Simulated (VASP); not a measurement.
B4Pd:

```
B Pd
1.0
     2.97358    0.00000    0.00000
    -1.48679    2.57520    0.00000
     0.00000    0.00000    7.26508
B Pd
4 1
Direct
  0.33333 0.66667 0.27283
  0.33333 0.66667 0.72717
  0.66667 0.33333 0.50000
  0.33333 0.66667 0.50000
  0.00000 0.00000 0.00000
```

The cell was built from a structure type or drawn by symmetry, and may not be a known phase.

- Program: VASP 6.6.1
- Task: relaxation of cell and atoms
- Functional: PBE
- Potentials or basis: VASP PAW PBE potentials, release 64 (B, Pd)
- Cutoff: 600 eV
- k mesh: 6 × 6 × 4
- Occupations: gaussian, width 0.1 eV
- Spin: no spin polarisation

At the start: pressure -22.2 GPa; volume 11.13 Å³/atom.

Question: Where does the relaxation end?

Answer: Over 10 steps the energy falls by 343.5 meV/atom and the volume is 9.16 Å³/atom (-17.7 %); space group P-6m2 (No. 187, to 0.1 Å) before and after.

Step by step:
| step | energy change (eV) | largest force (eV/Å) | pressure (GPa) | volume (Å³) |
| --- | --- | --- | --- | --- |
| 1 | 0.0000 | 0.9674 | -22.24 | 55.63 |
| 2 | -1.1374 | 4.2751 | 13.24 | 43.93 |
| 3 | -1.2096 | 3.5723 | 4.08 | 45.70 |
| 4 | -1.4472 | 1.0998 | 20.30 | 42.07 |
| 5 | -1.5916 | 0.7100 | 11.69 | 43.42 |
| 6 | -1.6878 | 0.1495 | -5.34 | 47.02 |
| 7 | -1.7039 | 0.0767 | -1.12 | 45.98 |
| 8 | -1.7159 | 0.1816 | -0.32 | 45.91 |
| 9 | -1.7159 | 0.1825 | -0.32 | 45.91 |
| 10 | -1.7174 | 0.0100 | 0.07 | 45.80 |

Final structure:
```xyz
5
Lattice="2.9209 0.0000 0.0000 -1.4605 2.5296 0.0000 0.0000 0.0000 6.1988" Properties=species:S:1:pos:R:3 pbc="T T T"
B     0.0000    1.6864    1.5098
B     0.0000    1.6864    4.6890
B     1.4605    0.8432    3.0994
B     0.0000    1.6864    3.0994
Pd    0.0000    0.0000    6.1988
```

Caveat: the k points lie up to 0.41 Å⁻¹ apart in the final cell; the volume moved by over 15 % at a fixed basis, so the end points are rough.
